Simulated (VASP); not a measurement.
BaO, 2 atoms in the cell. Symmetry: Fm-3m, No. 225, cubic system. Conventional cell: a = 5.353 Å, b = 5.353 Å, c = 5.353 Å, α = 90.00°, β = 90.00°, γ = 90.00°. Within 3.5 Å of Ba (site symmetry m-3m) lie 6 O at 2.68 Å. Within 3.5 Å of O (site symmetry m-3m) lie 6 Ba at 2.68 Å.  This cell differs from its parent crystal: strain -3.5%.

- Program: VASP 6.6.1
- Task: single point
- Functional: PBE
- Potentials or basis: VASP PAW PBE potentials, release 64 (Ba_sv, O)
- Cutoff: 600 eV
- k mesh: 8 × 8 × 8
- Occupations: fermi-dirac, width 0.02 eV
- Spin: no spin polarisation
- Dipole correction: no
- Further INCAR settings: ALGO = Normal; EDIFF = 1e-06; NBANDS = 15

Potentials or basis: VASP PAW PBE potentials, release 64 (Ba_sv, O).

Launch:

```console
$ cat potpaw_PBE.64/Ba_sv/POTCAR potpaw_PBE.64/O/POTCAR > POTCAR
$ mpirun -np 1 vasp_std > vasp.out
```

Hardware: 1 thread of Intel(R) Xeon(R) Platinum 8488C (Sapphire Rapids), with other jobs on the host.

**Question.** Estimate the wall time of this run.

**Answer.** Run time: 29 s on 1 thread of Intel(R) Xeon(R) Platinum 8488C (Sapphire Rapids), on a shared host, peak memory 0.18 GiB. Counts: scf iterations 13, k points 29.
